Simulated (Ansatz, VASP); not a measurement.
**Hg: VASP beside Ansatz**

```
Hg
1.0
     2.07840    1.19996    1.97474
    -2.07840    1.19996    1.97474
     0.00000   -2.39993    1.97474
Hg
1
Direct
  0.00000 0.00000 0.00000
```

Alike in both runs: task single point; functional PBE; k mesh 10 × 10 × 10; occupations gaussian, width 0.6 eV; no spin polarisation.

```csv
,VASP,Ansatz
version,VASP 6.6.1,Ansatz 0.2.0
potentials or method,"VASP PAW PBE potentials, release 64 (Hg), cutoff 520 eV","plane waves (420 eV) with PAW, scalar-relativistic"
valence electrons in the cell,12,20
```

VASP gave:

- pressure (GPa): 0.1
- traceless stress, the component that is largest in VASP (GPa): -0.05

Q: Estimate Ansatz's values.

A: Pressure (GPa): -0.1; traceless stress, the component that is largest in VASP (GPa): -0.09.

The functional is the same, so the differences come from potentials, cutoffs and numerics. VASP's potentials hold 12 valence electrons a cell and Ansatz's 20, so a difference there can come from the potentials and not from the codes.

Neither program's run includes spin-orbit coupling.
